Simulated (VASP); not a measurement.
Here is a VASP 6.6.1 calculation.

INCAR

```
PREC = Accurate
ENCUT = 520
EDIFF = 1E-6
ISMEAR = 0
SIGMA = 0.1
LREAL = False
LASPH = True
NELM = 100
ALGO = Normal
ISIF = 2
LWAVE = False
LCHARG = False
LDIPOL = True
IDIPOL = 3
DIPOL = 0.5 0.5 0.500
GGA = PE
NBANDS = 40
```

KPOINTS

```
Automatic mesh
0
Gamma
  1 1 1
```

Contents of POSCAR:

```
Tl
1.0
    3.6124296590      0.0000000000      0.0000000000
   -1.8062148295      3.1284558541      0.0000000000
    0.0000000000      0.0000000000     26.1305357194
Tl
5
Direct
    0.3333333333      0.6666666667      0.2870205219
    0.6666666667      0.3333333333      0.3935102610
    0.3333333333      0.6666666667      0.5000000000
    0.6666666667      0.3333333333      0.6064897390
    0.3333333333      0.6666666667      0.7129794781
```

Potentials or basis: VASP PAW PBE potentials, release 64 (Tl_d).

Launch:

```bash
$ cat potpaw_PBE.64/Tl_d/POTCAR > POTCAR
$ mpirun -np 1 vasp_gam > vasp.out
```

(1) What does it give for the largest force?

(2) What does it give for the band gap on the k mesh?

Answers

(1) 3.158 eV/Å.

(2) zero (an odd number of electrons rules out a gap without spin polarisation).

Caveat: the k points lie up to 2.01 Å⁻¹ apart, too coarse for converged energies and pressures of a metal; spin-orbit coupling is left out, which moves the levels of the heavy elements.
